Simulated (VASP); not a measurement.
# Pd (Fd-3m) in VASP: notebook

Runs on Pd. Level: PBE. Tasks: single point, relaxation of cell and atoms.

Program: VASP 6.6.1. These are calculated values, not measurements. Logs are shortened: lines on timing, memory, paths and dates and some standing lists are left out, and cuts for length are marked.

## Step 1: The cell of the first run

The structure is cubic, space group Fd-3m (No. 227). The conventional cell has a = 5.806 Å, b = 5.806 Å, c = 5.806 Å, α = 90.00°, β = 90.00°, γ = 90.00°. Pd (site symmetry -43m) has 4 Pd at 2.51 Å within 3.3 Å.

This isn't the form of Pd at room conditions, which is fcc.

## Step 2: Single point, PBE

File INCAR:

```
SYSTEM = Pd
  PREC = Accurate
  ENCUT = 500
  EDIFF = 1E-6
  ISMEAR = -1
  SIGMA = 0.05
  LREAL = .FALSE.
  LASPH = .TRUE.
  NELM = 120
  ALGO = Normal
  ISIF = 2
  LWAVE = .FALSE.
  LCHARG = .FALSE.
  GGA = PE
  NBANDS = 17
  GGA_COMPAT = .FALSE.
```

File KPOINTS:

```
regular mesh
0
G
  8 8 8
  0 0 0
```

File POSCAR:

```
Pd
1.0
    0.0000000000      2.9031345703      2.9031345703
    2.9031345703      0.0000000000      2.9031345703
    2.9031345703      2.9031345703      0.0000000000
Pd
2
Direct
    1.0000000000      1.0000000000      1.0000000000
    0.2500000000      0.2500000000      0.2500000000
```

Potentials or basis: VASP PAW PBE potentials, release 64 (Pd).

Command:

```sh
$ cat potpaw_PBE.64/Pd/POTCAR > POTCAR
$ mpirun -np 1 vasp_std > vasp.out
```

OUTCAR:

```text
SYSTEM = Pd
   PREC = Accurate
   ENCUT = 500
   EDIFF = 1E-6
   ISMEAR = -1
   LREAL = .FALSE.
   LASPH = .TRUE.
   NELM = 120
   ISIF = 2
   GGA = PE

 ion  position               nearest neighbor table
   1  0.000  0.000  0.000-   2 2.51   2 2.51   2 2.51   2 2.51
   2  0.250  0.250  0.250-   1 2.51   1 2.51   1 2.51   1 2.51

  LATTYP: Found a face centered cubic cell.
 ALAT       =     5.8062691406

  Lattice vectors:

 A1 = (   0.0000000000,   2.9031345703,   2.9031345703)
 A2 = (   2.9031345703,   0.0000000000,   2.9031345703)
 A3 = (   2.9031345703,   2.9031345703,   0.0000000000)

Analysis of symmetry for initial positions (statically):
=====================================================================
 Subroutine PRICEL returns:
 Original cell was already a primitive cell.

 Routine SETGRP: Setting up the symmetry group for a
 face centered cubic supercell.

 Subroutine GETGRP returns: Found 48 space group operations
 (whereof 24 operations were pure point group operations)
 out of a pool of 48 trial point group operations.

The static configuration has the point symmetry T_d .
 The point group associated with its full space group is O_h .

Analysis of symmetry for dynamics (positions and initial velocities):
=====================================================================
 Subroutine PRICEL returns:
 Original cell was already a primitive cell.

 Routine SETGRP: Setting up the symmetry group for a
 face centered cubic supercell.

 Subroutine GETGRP returns: Found 48 space group operations
 (whereof 24 operations were pure point group operations)
 out of a pool of 48 trial point group operations.

The dynamic configuration has the point symmetry T_d .
 The point group associated with its full space group is O_h .

 Subroutine INISYM returns: Found 48 space group operations
 (whereof 24 operations are pure point group operations),
 and found     1 'primitive' translations

----------------------------------------------------------------------------------------

                                     Primitive cell

  volume of cell :      48.9363

  direct lattice vectors                    reciprocal lattice vectors
     0.000000000  2.903134570  2.903134570    -0.172227635  0.172227635  0.172227635
     2.903134570  0.000000000  2.903134570     0.172227635 -0.172227635  0.172227635
     2.903134570  2.903134570  0.000000000     0.172227635  0.172227635 -0.172227635

  length of vectors
     4.105652283  4.105652283  4.105652283     0.298307014  0.298307014  0.298307014

  position of ions in fractional coordinates (direct lattice)
     0.000000000  0.000000000  0.000000000
     0.250000000  0.250000000  0.250000000

  ion indices of the primitive-cell ions
   primitive index   ion index
                 1           1
                 2           2

----------------------------------------------------------------------------------------

 KPOINTS: regular mesh

Automatic generation of k-mesh.
 Grid dimensions read from file:
 generate k-points for:    8    8    8

 Generating k-lattice:

  Cartesian coordinates                     Fractional coordinates (reciprocal lattice)
    -0.021528454  0.021528454  0.021528454     0.125000000  0.000000000  0.000000000
     0.021528454 -0.021528454  0.021528454     0.000000000  0.125000000  0.000000000
     0.021528454  0.021528454 -0.021528454     0.000000000  0.000000000  0.125000000

  Length of vectors
     0.037288377  0.037288377  0.037288377

  Shift w.r.t. Gamma in fractional coordinates (k-lattice)
     0.000000000  0.000000000  0.000000000

 Subroutine IBZKPT returns following result:
 ===========================================

 Found     29 irreducible k-points:

 Following reciprocal coordinates:
            Coordinates               Weight
  0.000000  0.000000  0.000000      1.000000
  0.125000  0.000000  0.000000      8.000000
  0.250000  0.000000  0.000000      8.000000
  0.375000  0.000000  0.000000      8.000000
  0.500000  0.000000  0.000000      4.000000
  0.125000  0.125000  0.000000      6.000000
[... 16 lines left out ...]
  0.500000  0.250000  0.125000     48.000000
 -0.375000  0.250000  0.125000     24.000000
 [... further k-points ...]
   k-points           NKPTS =     29   k-points in BZ     NKDIM =     29   number of bands    NBANDS=     17
   number of dos      NEDOS =    301   number of ions     NIONS =      2
   total plane-waves  NPLWV =  27000
   dimension x,y,z NGX =    30 NGY =   30 NGZ =   30
   dimension x,y,z NGXF=    60 NGYF=   60 NGZF=   60
   ions per type =               2
   NGX,Y,Z   is equivalent  to a cutoff of  12.15, 12.15, 12.15 a.u.
   NGXF,Y,Z  is equivalent  to a cutoff of  24.30, 24.30, 24.30 a.u.
 SYSTEM =  Pd
   PREC   = accura    normal or accurate (medium, high low for compatibility)
   ISTART =      0    job   : 0-new  1-cont  2-samecut
   ICHARG =      2    charge: 1-file 2-atom 10-const
   ISPIN  =      1    spin polarized calculation?
   LNONCOLLINEAR =      F non collinear calculations
   LSORBIT =      F    spin-orbit coupling
   LASPH  =      T    aspherical Exc in radial PAW
   ENCUT  =  500.0 eV  36.75 Ry    6.06 a.u.   7.49  7.49  7.49*2*pi/ulx,y,z
   NELM   =    120;   NELMIN=  2; NELMDL= -5     # of ELM steps
   EDIFF  = 0.1E-05   stopping-criterion for ELM
   LREAL  =      F    real-space projection
   EDIFFG = 0.1E-04   stopping-criterion for IOM
   NSW    =      0    number of steps for IOM
   IBRION =     -1    ionic relax: 0-MD 1-quasi-New 2-CG
   NFREE  =      0    steps in history (QN), initial steepest desc. (CG)
   ISIF   =      2    stress and relaxation
   ISYM   =      2    0-nonsym 1-usesym 2-fastsym
   POTIM  = 0.5000    time-step for ionic-motion
   TEBEG  =    0.0;   TEEND  =   0.0 temperature during run
   PSTRESS=    0.0 pullay stress
   NELECT =      20.0000    total number of electrons
   NUPDOWN=      -1.0000    fix difference up-down
   EMIN   =  10.00;   EMAX   =-10.00  energy-range for DOS
   EFERMI =   0.00;   METHOD = LEGACY
   ISMEAR =    -1;   SIGMA  =   0.05  broadening in eV -4-tet -1-fermi 0-gaus
   EFERMI_NEDOS =   21; number of points for ismear=-14 and -15
   IALGO  =     38    algorithm
   IMIX   =      4    mixing-type and parameters
     AMIX     =   0.40;   BMIX     =  1.00
     AMIX_MAG =   1.60;   BMIX_MAG =  1.00
  volume/ion in A,a.u.               =      24.47       165.12
  Fermi-wavevector in a.u.,A,eV,Ry     =   1.214901  2.295831 20.081997  1.475985
  Thomas-Fermi vector in A             =   2.350306
   LORBIT       =      0    0 simple, 1 ext, 2 COOP (PROOUT), +10 PAW based schemes
   GGA     = PE    functional components
   LHFCALC =     F    Hartree Fock is set to
   AEXX    =    0.0000 exact exchange contribution
   IVDW    =     0    specifies the selected vdW correction
   LEPSILON=     F    determine dielectric tensor
   LRPA    =     F    only Hartree local field effects (RPA)
 non-spin polarized calculation
  energy-cutoff  :      500.00
  volume of cell :       48.94
 maximum number of plane-waves:      1259
 NGX is ok and might be reduce to    30
   NGX = 15   NGY = 15   NGZ = 15

 number of electron      20.0000005 magnetization

 Free energy of the ion-electron system (eV)
  ---------------------------------------------------
  ext. energy  EPLUGINS =         0.00000000
  ---------------------------------------------------
  free energy    TOTEN  =        -8.18860794 eV

  energy without entropy =       -8.12841846  energy(sigma->0) =       -8.15851320

 E-fermi :   3.9095     XC(G=0):  -9.9172

 val. band max:        3.8980862569   @ k =   0.2500   0.1250   0.0000
 cond. band min:       3.9285405043   @ k =  -0.2500   0.2500   0.0000
 fundamental gap:      0.0304542474
 Fermi energy:         3.9094964161

 k-point     1 :       0.0000    0.0000    0.0000
  band No.  band energies     occupation
      1      -0.5435      2.00000
      2       0.6401      2.00000
      3       0.6401      2.00000
      4       0.7633      2.00000
      5       0.7633      2.00000
      6       0.7633      2.00000
[... 9 lines left out ...]
     16      15.9304      0.00000
     17      15.9305      0.00000

 k-point     2 :       0.1250    0.0000    0.0000
  band No.  band energies     occupation
      1      -0.3249      2.00000
      2       0.5203      2.00000
      3       0.5203      2.00000
      4       0.7695      2.00000
      5       0.9380      2.00000
      6       0.9380      2.00000
[... 9 lines left out ...]
     16      16.7193      0.00000
     17      17.0616      0.00000

 k-point     3 :       0.2500    0.0000    0.0000
  band No.  band energies     occupation
      1       0.2127      2.00000
      2       0.4736      2.00000
      3       0.4736      2.00000
      4       0.8283      2.00000
      5       1.0714      2.00000
      6       1.0714      2.00000
[... 9 lines left out ...]
     16      16.9143      0.00000
     17      16.9501      0.00000

 k-point     4 :       0.3750    0.0000    0.0000
  band No.  band energies     occupation
      1       0.5505      2.00000
      2       0.5505      2.00000
      3       0.6078      2.00000
      4       0.9683      2.00000
      5       1.0049      2.00000
      6       1.0049      2.00000
[... 9 lines left out ...]
     16      16.5144      0.00000
     17      16.5148      0.00000

 k-point     5 :       0.5000    0.0000    0.0000
  band No.  band energies     occupation
      1       0.6545      2.00000
      2       0.6545      2.00000
      3       0.7281      2.00000
      4       0.8854      2.00000
      5       0.8854      2.00000
      6       0.9654      2.00000
[... 9 lines left out ...]
     16      16.3581      0.00000
     17      16.3581      0.00000

 k-point     6 :       0.1250    0.1250    0.0000
  band No.  band energies     occupation
      1      -0.2467      2.00000
      2       0.3731      2.00000
      3       0.7508      2.00000
      4       0.7570      2.00000
      5       0.7570      2.00000
      6       1.0996      2.00000
[... 9 lines left out ...]
     16      15.4908      0.00000
     17      18.1598      0.00000

 k-point     7 :       0.2500    0.1250    0.0000
  band No.  band energies     occupation
      1       0.2038      2.00000
      2       0.2873      2.00000
      3       0.6769      2.00000
      4       0.7736      2.00000
      5       0.9408      2.00000
      6       1.2909      2.00000
[... 9 lines left out ...]
     16      15.6048      0.00000
     17      17.8697      0.00000

 k-point     8 :       0.3750    0.1250    0.0000
  band No.  band energies     occupation
      1       0.3050      2.00000
      2       0.5739      2.00000
      3       0.6822      2.00000
      4       0.9730      2.00000
      5       0.9876      2.00000
      6       1.3172      2.00000
[... 9 lines left out ...]
     16      17.1889      0.00000
     17      17.8374      0.00000
[... 203 lines left out ...]
      1       0.2066      2.00000
      2       0.4995      2.00000
      3       0.6500      2.00000
      4       0.9441      2.00000
      5       1.7986      2.00000
      6       1.8657      2.00000
[... 9 lines left out ...]
     16      14.5022      0.00000
     17      21.6345      0.00000

 k-point    20 :      -0.3750    0.3750    0.0000
  band No.  band energies     occupation
      1       0.1455      2.00000
      2       0.5621      2.00000
      3       0.5628      2.00000
      4       1.1785      2.00000
      5       1.6318      2.00000
      6       1.9257      2.00000
[... 9 lines left out ...]
     16      16.7449      0.00000
     17      20.6942      0.00000

 k-point    21 :       0.5000    0.5000    0.0000
  band No.  band energies     occupation
      1       0.3938      2.00000
      2       0.3938      2.00000
      3       0.6703      2.00000
      4       0.6703      2.00000
      5       2.0563      2.00000
      6       2.0563      2.00000
[... 9 lines left out ...]
     16      13.3342      0.00000
     17      24.1204      0.00000

 k-point    22 :       0.3750    0.2500    0.1250
  band No.  band energies     occupation
      1       0.2365      2.00000
      2       0.4827      2.00000
      3       0.7961      2.00000
      4       0.8689      2.00000
      5       1.0181      2.00000
      6       1.4921      2.00000
[... 9 lines left out ...]
     16      15.4352      0.00000
     17      17.7822      0.00000

 k-point    23 :       0.5000    0.2500    0.1250
  band No.  band energies     occupation
      1       0.2684      2.00000
      2       0.4011      2.00000
      3       0.8834      2.00000
      4       1.0716      2.00000
      5       1.1745      2.00000
      6       1.5282      2.00000
[... 9 lines left out ...]
     16      16.6737      0.00000
     17      17.7583      0.00000

 k-point    24 :      -0.3750    0.2500    0.1250
  band No.  band energies     occupation
      1       0.2690      2.00000
      2       0.3932      2.00000
      3       0.8692      2.00000
      4       1.1671      2.00000
      5       1.2293      2.00000
      6       1.4387      2.00000
[... 9 lines left out ...]
     16      16.7886      0.00000
     17      19.5737      0.00000

 [... further k-points ...]

------------------------ aborting loop because EDIFF is reached ----------------------------------------

  FORCE on cell =-STRESS in cart. coord.  units (eV):
  Direction    XX          YY          ZZ          XY          YZ          ZX
  --------------------------------------------------------------------------------------
  -------------------------------------------------------------------------------------
  Total       -0.0605274     -0.0605274     -0.0605274     -0.0000000     -0.0000000      0.0000000
  in kB       -1.9816683     -1.9816683     -1.9816683     -0.0000000     -0.0000000      0.0000000
  external PRESSURE =      -1.9816683 kB  Pullay stress =       0.0000000 kB

 VOLUME and BASIS-vectors are now :
 -----------------------------------------------------------------------------
  energy-cutoff  :      500.00
  volume of cell :       48.94
      direct lattice vectors                 reciprocal lattice vectors
     0.000000000  2.903134570  2.903134570    -0.172227635  0.172227635  0.172227635
     2.903134570  0.000000000  2.903134570     0.172227635 -0.172227635  0.172227635
     2.903134570  2.903134570  0.000000000     0.172227635  0.172227635 -0.172227635

 POSITION                                       TOTAL-FORCE (eV/Angst)
 -----------------------------------------------------------------------------------
      0.00000      0.00000      0.00000        -0.000000     -0.000000     -0.000000
      1.45157      1.45157      1.45157         0.000000      0.000000      0.000000
 -----------------------------------------------------------------------------------
    total drift:                                0.000000     -0.000000      0.000000

  FREE ENERGIE OF THE ION-ELECTRON SYSTEM (eV)
  ---------------------------------------------------
  free  energy   TOTEN  =        -8.1886079401 eV

  energy  without entropy=       -8.1284184637  energy(sigma->0) =       -8.15851320
```

Wall time 9.1 s (1 thread of AMD EPYC 9R45 (Zen 5), shared host); peak memory 0.14 GiB.

Results:

```
Free energy            : -8.1886 eV
Pressure               : -0.2 GPa
Band gap on the k mesh : zero (bands 10 and 11 overlap by 0.34 eV)
```

Levels at points of the mesh, in eV from the Fermi level:
| k point | band 7 | band 8 | band 9 | band 10 | band 11 | band 12 | band 13 | band 14 |
| --- | --- | --- | --- | --- | --- | --- | --- | --- |
| (0.00, 0.00, 0.00) | -1.29 | -1.29 | -1.29 | -0.16 | -0.16 | 11.57 | 11.57 | 11.57 |
| (0.50, 0.00, 0.00) | -0.99 | -0.99 | -0.32 | -0.32 | 0.04 | 1.29 | 8.46 | 8.46 |
| (0.50, 0.50, 0.00) | -1.77 | -1.77 | -0.14 | -0.14 | 1.94 | 1.94 | 4.83 | 4.83 |

## Step 3: Relaxation of cell and atoms, PBE

This run uses another cell than the first one, of 19.14 Å³/atom.

File INCAR:

```
SYSTEM = Pd
  ALGO = Normal
  EDIFF = 1E-7
  EDIFFG = -0.03
  ENCUT = 500
  GGA = PE
  GGA_COMPAT = .False.
  IBRION = 2
  ISIF = 3
  ISMEAR = -1
  LASPH = .True.
  LCHARG = .False.
  LREAL = .False.
  LWAVE = .False.
  NELM = 120
  NELMIN = 4
  NSW = 80
  PREC = Accurate
  SIGMA = 0.05
```

File KPOINTS:

```
k-points
0
Gamma
  8 8 8
  0 0 0
```

File POSCAR:

```
Pd
1.0
    0.0000000000      2.6750000000      2.6750000000
    2.6750000000      0.0000000000      2.6750000000
    2.6750000000      2.6750000000      0.0000000000
Pd
2
Direct
    1.0000000000      1.0000000000      1.0000000000
    0.2500000000      0.2500000000      0.2500000000
```

Potentials or basis: VASP PAW PBE potentials, release 64 (Pd).

Command:

```sh
$ cat potpaw_PBE.64/Pd/POTCAR > POTCAR
$ mpirun -np 1 vasp_std > vasp.out
```

Run time: 25 s. Hardware: 1 thread of AMD EPYC 9R45 (Zen 5), shared host; peak memory 0.13 GiB.

It converged, with:

| Property | Result |
| --- | --- |
| Free energy | -8.1861 eV |
| Relaxed volume | 24.35 Å³/atom |
| Relaxed cell | a = 4.099 Å, b = 4.099 Å, c = 4.099 Å, α = 60.00°, β = 60.00°, γ = 60.00° |
| Space group after relaxing (to 0.1 Å) | Fd-3m (No. 227) |
| Energy gained by relaxing | 384.4 meV/atom |
| Ionic steps | 4 |
| Pressure after relaxing | 0.0 GPa |
| Band gap on the k mesh | zero (bands 10 and 11 overlap by 0.34 eV) |

Step by step:
```
step  energy change (eV)  largest force (eV/Å)  pressure (GPa)  volume (Å³)
   1              0.0000                0.0000           30.47        38.28
   2             -0.2840                0.0000           -8.76        62.20
   3             -0.7685                0.0000           -0.32        48.92
   4             -0.7688                0.0000           -0.02        48.69
```

Final structure:
```cif
data_structure
_symmetry_space_group_name_H-M 'P 1'
_symmetry_Int_Tables_number 1
_cell_length_a 4.0988
_cell_length_b 4.0988
_cell_length_c 4.0988
_cell_angle_alpha 60.000
_cell_angle_beta 60.000
_cell_angle_gamma 60.000
_cell_volume 48.69
loop_
_atom_site_label
_atom_site_type_symbol
_atom_site_fract_x
_atom_site_fract_y
_atom_site_fract_z
_atom_site_occupancy
Pd1 Pd 0.00000 0.00000 0.00000 1
Pd2 Pd 0.25000 0.25000 0.25000 1
```

Levels at points of the mesh, in eV from the Fermi level:
| k point | band 7 | band 8 | band 9 | band 10 | band 11 | band 12 | band 13 | band 14 |
| --- | --- | --- | --- | --- | --- | --- | --- | --- |
| (0.00, 0.00, 0.00) | -1.30 | -1.30 | -1.30 | -0.16 | -0.16 | 11.60 | 11.60 | 11.60 |
| (0.50, 0.00, 0.00) | -0.99 | -0.99 | -0.32 | -0.32 | 0.02 | 1.29 | 8.48 | 8.48 |
| (0.50, 0.50, 0.00) | -1.78 | -1.78 | -0.14 | -0.14 | 1.94 | 1.94 | 4.84 | 4.84 |

Caveat: the volume moved by over 15 % at a fixed basis, so the end points are rough.

The gap in the log of VASP goes by the Fermi energy; the results here count the filled bands.